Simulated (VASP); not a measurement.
Al2Ru, 6 atoms in the cell. The structure is orthorhombic, space group Fddd (No. 70). The conventional cell has a = 4.631 Å, b = 8.101 Å, c = 8.906 Å, α = 90.00°, β = 90.00°, γ = 90.00°. Within 3.4 Å of Al (site symmetry 2) lie 5 Ru at 2.59 to 2.70 Å and 9 Al at 2.62 to 3.22 Å. Ru (site symmetry 222) has 10 Al at 2.59 to 2.70 Å and 4 Ru at 3.22 Å within 3.4 Å. 

| Property | Result |
| --- | --- |
| Program | VASP 6.6.1 |
| Task | single point |
| Functional | LDA |
| Potentials or basis | VASP PAW LDA potentials, release 64 (Al, Ru_pv) |
| Cutoff | 520 eV |
| k mesh | 10 × 10 × 10 |
| Occupations | gaussian, width 0.03 eV |
| Spin | no spin polarisation |
| Dipole correction | no |
| Further INCAR settings | ALGO = Fast; EDIFF = 1e-06; NBANDS = 29 |

Potentials or basis: VASP PAW LDA potentials, release 64 (Al, Ru_pv).

Run with:

```bash
$ cat potpaw_LDA.64/Al/POTCAR potpaw_LDA.64/Ru_pv/POTCAR > POTCAR
$ mpirun -np 1 vasp_std > vasp.out
```

Hardware: 1 thread of Intel(R) Xeon(R) Platinum 8259CL CPU @ 2.50GHz (Skylake/Cascade Lake), on a shared host.

Estimate the wall time of this run.

Wall time 7.7 min on 1 thread of Intel(R) Xeon(R) Platinum 8259CL CPU @ 2.50GHz (Skylake/Cascade Lake) (shared host), peak memory 0.44 GiB. Counts: scf iterations 16, k points 171.
